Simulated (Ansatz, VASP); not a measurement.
# One calculation of Al, two programs

```
Al
1.0
     2.93336    0.00000    0.00000
    -1.46668    2.54037    0.00000
     0.00000    0.00000   29.57748
Al
4
Direct
  0.66667 0.33333 0.57094
  0.33333 0.66667 0.64688
  0.00000 0.00000 0.72065
  0.66667 0.33333 0.79580
```

Alike in both runs: task single point; functional r2SCAN; dispersion rVV10; k mesh 15 × 15 × 1; occupations methfessel-paxton of order 1, width 0.1 eV; no spin polarisation.

|  | VASP | Ansatz |
| --- | --- | --- |
| version | VASP 6.6.1 | Ansatz 0.2.0 |
| potentials or method | VASP PAW PBE potentials, release 64 (Al), cutoff 440 eV | scalar-relativistic, plane waves, PAW |
| valence electrons in the cell | 12 | 12 |

VASP gave:

```
gap on the k mesh at the Fermi level (eV) : none
rms of the force components (eV/Å)        : 0.045
```

**Question.** What did Ansatz give for the same quantities?

**Answer.** gap on the k mesh at the Fermi level (eV): none; rms of the force components (eV/Å): 0.046.

VASP's potentials were made for PBE, not for r2SCAN. Atom by atom the forces differ by 0.003 eV/Å (rms over components). A gap of «none» marks a metal or a gap that the smearing closes. Ansatz's warnings: xc potential rough in thin density.
